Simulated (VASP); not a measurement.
# AlAs (F-43m) in VASP: notebook, part 2 of 2

VASP 6.6.1.

## Step 3: Single point, PBE-based global hybrid

Contents of POSCAR:

```
AlAs
1.0
    0.0000000000      2.8304000000      2.8304000000
    2.8304000000      0.0000000000      2.8304000000
    2.8304000000      2.8304000000      0.0000000000
Al As
1 1
Direct
    0.0000000000      0.0000000000      0.0000000000
    0.2500000000      0.2500000000      0.2500000000
```

Contents of INCAR.step1:

```
PREC     = Accurate       # precision mode
ENCUT    = 400            # plane-wave cutoff, eV
EDIFF    = 1E-5           # SCF threshold, eV
ISMEAR   = -1             # smearing method
SIGMA    = 0.1            # smearing width, eV
LREAL    = False          # projectors in reciprocal space
LASPH    = True           # aspherical terms in the spheres
NELM     = 120            # most SCF steps
ALGO     = Normal         # electronic algorithm
ISIF     = 2              # what is computed and relaxed
LWAVE    = True           # write WAVECAR
LCHARG   = False          # write CHGCAR
GGA      = PE             # functional
NBANDS   = 11             # bands
GGA_COMPAT= False
```

Contents of INCAR.step2:

```
PREC     = Accurate       # precision mode
ENCUT    = 400            # plane-wave cutoff, eV
EDIFF    = 1E-6           # SCF threshold, eV
ISMEAR   = -1             # smearing method
SIGMA    = 0.1            # smearing width, eV
LREAL    = False          # projectors in reciprocal space
LASPH    = True           # aspherical terms in the spheres
NELM     = 120            # most SCF steps
ALGO     = Normal         # electronic algorithm
ISIF     = 2              # what is computed and relaxed
LWAVE    = False          # write WAVECAR
LCHARG   = False          # write CHGCAR
GGA      = PE             # functional
LHFCALC  = True           # exact exchange
AEXX     = 0.2            # exact-exchange fraction
PRECFOCK = Normal       
ISTART   = 1            
NBANDS   = 11             # bands
GGA_COMPAT= False
```

Contents of KPOINTS:

```
Automatic mesh
0
Gamma
  4 4 4
```

Potentials or basis: VASP PAW PBE potentials, release 64 (Al, As).

Launch:

```sh
$ cat potpaw_PBE.64/Al/POTCAR potpaw_PBE.64/As/POTCAR > POTCAR
$ cp INCAR.step1 INCAR
$ mpirun -np 1 vasp_std > vasp.out
$ cp INCAR.step2 INCAR
$ mpirun -np 1 vasp_std > vasp.out
```

OUTCAR:

```text
PREC = Accurate
   ENCUT = 400
   EDIFF = 1E-6
   ISMEAR = -1
   LREAL = False
   LASPH = True
   NELM = 120
   ISIF = 2
   GGA = PE
   LHFCALC = True
   AEXX = 0.2
   PRECFOCK = Normal
   ISTART = 1

 ion  position               nearest neighbor table
   1  0.000  0.000  0.000-   2 2.45   2 2.45   2 2.45   2 2.45
   2  0.250  0.250  0.250-   1 2.45   1 2.45   1 2.45   1 2.45

  LATTYP: Found a face centered cubic cell.
[... 290 lines left out ...]
     11      17.5100      0.00000

------------------------ aborting loop because EDIFF is reached ----------------------------------------

  FORCE on cell =-STRESS in cart. coord.  units (eV):
  Direction    XX          YY          ZZ          XY          YZ          ZX
  --------------------------------------------------------------------------------------
  -------------------------------------------------------------------------------------
  Total        0.3470962      0.3470962      0.3470962     -0.0000000      0.0000000      0.0000000
  in kB       12.2627262     12.2627262     12.2627262     -0.0000000      0.0000000      0.0000000
  external PRESSURE =      12.2627262 kB  Pullay stress =       0.0000000 kB

 VOLUME and BASIS-vectors are now :
 -----------------------------------------------------------------------------
  energy-cutoff  :      400.00
  volume of cell :       45.35
      direct lattice vectors                 reciprocal lattice vectors
     0.000000000  2.830400000  2.830400000    -0.176653477  0.176653477  0.176653477
     2.830400000  0.000000000  2.830400000     0.176653477 -0.176653477  0.176653477
     2.830400000  2.830400000  0.000000000     0.176653477  0.176653477 -0.176653477

 POSITION                                       TOTAL-FORCE (eV/Angst)
 -----------------------------------------------------------------------------------
      0.00000      0.00000      0.00000         0.000000      0.000000      0.000000
      1.41520      1.41520      1.41520        -0.000000     -0.000000     -0.000000
 -----------------------------------------------------------------------------------
    total drift:                                0.000000      0.000000      0.000000

  FREE ENERGIE OF THE ION-ELECTRON SYSTEM (eV)
  ---------------------------------------------------
  free  energy   TOTEN  =       -11.2651677597 eV

  energy  without entropy=      -11.2651669262  energy(sigma->0) =      -11.26516734
```

OUTCAR.step1:

```text
PREC = Accurate
   ENCUT = 400
   EDIFF = 1E-5
   ISMEAR = -1
   LREAL = False
[... 315 lines left out ...]
      0.00000      0.00000      0.00000        -0.000000     -0.000000     -0.000000
      1.41520      1.41520      1.41520         0.000000      0.000000      0.000000
 -----------------------------------------------------------------------------------
    total drift:                                0.000000      0.000000      0.000000

  FREE ENERGIE OF THE ION-ELECTRON SYSTEM (eV)
  ---------------------------------------------------
  free  energy   TOTEN  =        -9.2572307370 eV

  energy  without entropy=       -9.2570955295  energy(sigma->0) =       -9.25716313
```

OSZICAR.step1:

```text
N       E                     dE             d eps       ncg     rms          rms(c)
DAV:   1     0.126780287275E+02    0.12678E+02   -0.26418E+03   184   0.445E+02
DAV:   2    -0.869067972493E+01   -0.21369E+02   -0.20335E+02   216   0.792E+01
DAV:   3    -0.950029102039E+01   -0.80961E+00   -0.80857E+00   239   0.160E+01
DAV:   4    -0.950395806481E+01   -0.36670E-02   -0.36666E-02   211   0.119E+00
DAV:   5    -0.950401580411E+01   -0.57739E-04   -0.57739E-04   211   0.144E-01    0.329E+00
DAV:   6    -0.929311735338E+01    0.21090E+00   -0.36043E-01   200   0.220E+00    0.191E+00
DAV:   7    -0.925584370220E+01    0.37274E-01   -0.18862E-01   194   0.172E+00    0.711E-01
DAV:   8    -0.925692314874E+01   -0.10794E-02   -0.12836E-02   185   0.533E-01    0.116E-01
DAV:   9    -0.925705795331E+01   -0.13480E-03   -0.44349E-04   217   0.118E-01    0.659E-02
DAV:  10    -0.925722558825E+01   -0.16763E-03   -0.21833E-04   185   0.780E-02    0.734E-03
DAV:  11    -0.925723073698E+01   -0.51487E-05   -0.22914E-05   211   0.210E-02
   1 F= -.92572307E+01 E0= -.92571631E+01  d E =-.135207E-03
```

Run time: 2.7 min. Hardware: 1 thread of Intel Xeon 8259CL, shared host; peak memory 0.16 GiB.

What came out:

```
Free energy            : -11.2652 eV
Pressure               : 1.2 GPa
Band gap on the k mesh : 2.53 eV, indirect (least direct gap 3.36 eV)
```

Levels at points of the mesh, in eV from the valence-band top:
```csv
k point,band 1,band 2,band 3,band 4,band 5,band 6,band 7,band 8,band 9
"(0.00, 0.00, 0.00)",-12.87,0.00,0.00,0.00,3.36,5.57,5.57,5.57,10.27
"(0.50, 0.00, 0.00)",-11.30,-6.06,-0.89,-0.89,3.36,5.96,5.96,9.10,12.75
"(0.50, 0.50, 0.00)",-10.68,-5.91,-2.36,-2.36,2.53,3.44,12.01,12.01,13.44
```

Caveat: the k points lie up to 0.48 Å⁻¹ apart; the PAW data sets were made with another functional, which shifts forces and pressure a little. A k mesh can miss the band edges.

## Step 4: Single point, PBE-based global hybrid

POSCAR is that of step 3.

Contents of INCAR.step1:

```
ALGO = Normal
EDIFF = 1E-5
ENCUT = 400
GGA = PE
GGA_COMPAT = F
ISIF = 2
ISMEAR = -1
LASPH = T
LCHARG = F
LREAL = F
LWAVE = T
NBANDS = 11
NELM = 120
PREC = Accurate
SIGMA = 0.1
```

Contents of INCAR.step2:

```
AEXX = 0.35
ALGO = Normal
EDIFF = 1E-6
ENCUT = 400
GGA = PE
GGA_COMPAT = F
ISIF = 2
ISMEAR = -1
ISTART = 1
LASPH = T
LCHARG = F
LHFCALC = T
LREAL = F
LWAVE = F
NBANDS = 11
NELM = 120
PREC = Accurate
PRECFOCK = Normal
SIGMA = 0.1
```

Contents of KPOINTS:

```
k-points
0
Gamma
  4 4 4
```

Potentials or basis: VASP PAW PBE potentials, release 64 (Al, As).

Launch:

```sh
$ cat potpaw_PBE.64/Al/POTCAR potpaw_PBE.64/As/POTCAR > POTCAR
$ cp INCAR.step1 INCAR
$ mpirun -np 1 vasp_std > vasp.out
$ cp INCAR.step2 INCAR
$ mpirun -np 1 vasp_std > vasp.out
```

OUTCAR:

```text
AEXX = 0.35
   EDIFF = 1E-6
   ENCUT = 400
   GGA = PE
   ISIF = 2
   ISMEAR = -1
   ISTART = 1
   LASPH = T
   LHFCALC = T
   LREAL = F
   NELM = 120
   PREC = Accurate
   PRECFOCK = Normal

 ion  position               nearest neighbor table
   1  0.000  0.000  0.000-   2 2.45   2 2.45   2 2.45   2 2.45
   2  0.250  0.250  0.250-   1 2.45   1 2.45   1 2.45   1 2.45

  LATTYP: Found a face centered cubic cell.
 ALAT       =     5.6608000000

[... 288 lines left out ...]
     11      18.2474      0.00000

------------------------ aborting loop because EDIFF is reached ----------------------------------------

  FORCE on cell =-STRESS in cart. coord.  units (eV):
  Direction    XX          YY          ZZ          XY          YZ          ZX
  --------------------------------------------------------------------------------------
  -------------------------------------------------------------------------------------
  Total       -0.0279086     -0.0279086     -0.0279086      0.0000000      0.0000000     -0.0000000
  in kB       -0.9859948     -0.9859948     -0.9859948      0.0000000      0.0000000     -0.0000000
  external PRESSURE =      -0.9859948 kB  Pullay stress =       0.0000000 kB

 VOLUME and BASIS-vectors are now :
 -----------------------------------------------------------------------------
  energy-cutoff  :      400.00
  volume of cell :       45.35
      direct lattice vectors                 reciprocal lattice vectors
     0.000000000  2.830400000  2.830400000    -0.176653477  0.176653477  0.176653477
     2.830400000  0.000000000  2.830400000     0.176653477 -0.176653477  0.176653477
     2.830400000  2.830400000  0.000000000     0.176653477  0.176653477 -0.176653477

 POSITION                                       TOTAL-FORCE (eV/Angst)
 -----------------------------------------------------------------------------------
      0.00000      0.00000      0.00000        -0.000000     -0.000000     -0.000000
      1.41520      1.41520      1.41520         0.000000      0.000000      0.000000
 -----------------------------------------------------------------------------------
    total drift:                                0.000000      0.000000      0.000000

  FREE ENERGIE OF THE ION-ELECTRON SYSTEM (eV)
  ---------------------------------------------------
  free  energy   TOTEN  =       -12.8414298287 eV

  energy  without entropy=      -12.8414298145  energy(sigma->0) =      -12.84142982
```

OUTCAR.step1:

```text
EDIFF = 1E-5
   ENCUT = 400
   GGA = PE
   ISIF = 2
   ISMEAR = -1
[... 314 lines left out ...]
 -----------------------------------------------------------------------------------
      0.00000      0.00000      0.00000        -0.000000     -0.000000     -0.000000
      1.41520      1.41520      1.41520         0.000000      0.000000      0.000000
 -----------------------------------------------------------------------------------
    total drift:                                0.000000      0.000000      0.000000

  FREE ENERGIE OF THE ION-ELECTRON SYSTEM (eV)
  ---------------------------------------------------
  free  energy   TOTEN  =        -9.2572307370 eV

  energy  without entropy=       -9.2570955295  energy(sigma->0) =       -9.25716313
```

OSZICAR.step1:

```text
N       E                     dE             d eps       ncg     rms          rms(c)
DAV:   1     0.126780287275E+02    0.12678E+02   -0.26418E+03   184   0.445E+02
DAV:   2    -0.869067972493E+01   -0.21369E+02   -0.20335E+02   216   0.792E+01
DAV:   3    -0.950029102039E+01   -0.80961E+00   -0.80857E+00   239   0.160E+01
DAV:   4    -0.950395806481E+01   -0.36670E-02   -0.36666E-02   211   0.119E+00
DAV:   5    -0.950401580411E+01   -0.57739E-04   -0.57739E-04   211   0.144E-01    0.329E+00
DAV:   6    -0.929311735338E+01    0.21090E+00   -0.36043E-01   200   0.220E+00    0.191E+00
DAV:   7    -0.925584370220E+01    0.37274E-01   -0.18862E-01   194   0.172E+00    0.711E-01
DAV:   8    -0.925692314874E+01   -0.10794E-02   -0.12836E-02   185   0.533E-01    0.116E-01
DAV:   9    -0.925705795331E+01   -0.13480E-03   -0.44349E-04   217   0.118E-01    0.659E-02
DAV:  10    -0.925722558825E+01   -0.16763E-03   -0.21833E-04   185   0.780E-02    0.734E-03
DAV:  11    -0.925723073698E+01   -0.51487E-05   -0.22914E-05   211   0.210E-02
   1 F= -.92572307E+01 E0= -.92571631E+01  d E =-.135207E-03
```

It took 2.8 min on 1 thread of Intel Xeon 8259CL, shared host; peak memory 0.16 GiB.

Results:

| Item | Value |
| --- | --- |
| Free energy | -12.8414 eV |
| Pressure | -0.1 GPa |
| Band gap on the k mesh | 3.40 eV, indirect (least direct gap 4.36 eV) |

Caveat: the k points lie up to 0.48 Å⁻¹ apart; the PAW data sets were made with another functional, which shifts forces and pressure a little.

## Step 5: The runs side by side

```csv
share of exact exchange,gap on the mesh (eV),pressure (GPa)
0.05,1.69,2.6
0.2,2.53,1.2
0.35,3.40,-0.1
```

Alike in all rows: task single point; level PBE-based global hybrid; potentials or basis VASP PAW PBE potentials, release 64 (Al, As); no spin polarisation; cell as given; k mesh 4 × 4 × 4; cutoff (eV) 400; smearing fermi-dirac 0.1 eV.

Caveats: all runs use coarse meshes; the PAW data sets were made with another functional, which shifts forces and pressure a little.

Absolute energies hang on the potentials; compare differences alone.
